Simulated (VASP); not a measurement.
Runs of VASP 6.6.1 on ZrN. The structure is that of space group Fm-3m (No. 225), or close to it. The cells are those of the table. 

| cell | gap on the mesh (eV) | pressure (GPa) |
| --- | --- | --- |
| a = 3.295 Å, angles 60.0°, 2 atoms | none | -11.2 |
| a = 3.209 Å, angles 60.0°, 2 atoms | none | (b) |
| a = 3.253 Å, angles 60.0°, 2 atoms | none | -2.0 |
| a = 3.117 Å, angles 60.0°, 2 atoms | none | 40.7 |
| a = 3.164 Å, angles 60.0°, 2 atoms | none | (a) |

Alike in all rows: task single point; level r2SCAN; potentials or basis VASP PAW PBE potentials, release 64 (Zr_sv, N); no spin polarisation; k mesh 9 × 9 × 9; cutoff (eV) 660; smearing methfessel-paxton 0.15 eV.

Task: Fill in the values left out.

Result: (a) 23.3; (b) 9.3.

Caveats: the PAW data sets were made with another functional, which shifts forces and pressure a little; the cell stands under pressure (at least some runs); the cell stands under tension (at least some runs).

A k mesh can miss the band edges, and the runs leave out spin-orbit coupling on Zr.

A gap of «none» marks levels without a gap at the run's occupations.
